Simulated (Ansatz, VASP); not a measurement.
# SiC: VASP beside Ansatz

```xyz
4
Lattice="3.1363 0.0000 0.0000 -1.5682 2.7161 0.0000 0.0000 0.0000 5.1470" Properties=species:S:1:pos:R:3 pbc="T T T"
Si    0.0000    1.8108    0.0000
Si    1.5682    0.9054    2.5735
C     0.0000    1.8108    1.9816
C     1.5682    0.9054    4.5551
```

Change from the starting cell: volume scaled by 1.06.

Alike in both runs: task single point; functional PBEsol; k mesh 15 × 15 × 8; occupations fermi-dirac, width 0.08 eV; no spin polarisation.

```csv
,VASP,Ansatz
version,VASP 6.6.1,Ansatz 0.2.0
potentials or method,"VASP PAW PBE potentials, release 64 (Si, C), cutoff 520 eV","all-electron LAPW, scalar-relativistic"
```

|  | VASP | Ansatz | Ansatz less VASP |
| --- | --- | --- | --- |
| pressure (GPa) | -11.0 | -11.4 | -0.32 |
| traceless stress, the component that is largest in VASP (GPa) | -1.85 | -1.78 | +0.071 |
| rms of the force components (eV/Å) | 0.383 | 0.380 | -0.0030 |

VASP's potentials were made for PBE, not for PBEsol. Atom by atom the forces differ by 0.003 eV/Å (rms over components). Ansatz ran all-electron here, and VASP with PAW potentials.
